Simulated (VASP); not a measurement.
A run of VASP 6.6.1 is set up as follows.

The input INCAR:

```
SYSTEM = KI
ALGO = Normal ; EDIFF = 1E-8
ENCUT = 520 ; IBRION = 8
ISIF = 2 ; ISMEAR = 0
LASPH = .TRUE. ; LCHARG = .FALSE.
LREAL = .FALSE. ; LWAVE = .FALSE.
NELM = 60 ; NSW = 1
PREC = Accurate ; SIGMA = 0.01
```

The input KPOINTS:

```
k-points
0
G
  6 6 6
  0 0 0
```

POSCAR

```
KI
1.0
    0.0000000000      3.4114757659      3.4114757659
    3.4114757659      0.0000000000      3.4114757659
    3.4114757659      3.4114757659      0.0000000000
K I
1 1
Direct
    0.0000000000      0.0000000000      0.0000000000
    0.5000000000      0.5000000000      0.5000000000
```

Potentials or basis: VASP PAW LDA potentials, release 64 (K_sv, I).

The run is started by

```sh
$ cat potpaw_LDA.64/K_sv/POTCAR potpaw_LDA.64/I/POTCAR > POTCAR
$ mpirun -np 1 vasp_std > vasp.out
```

Task: What does it give for the highest phonon frequency at Γ, LO-TO splitting left out?

Result: 115 cm⁻¹.

Phonon frequencies in cm⁻¹ (negative: imaginary):
| q point | frequencies |
| --- | --- |
| (0.000, 0.000, 0.000) | 0 0 0 115 115 115 |
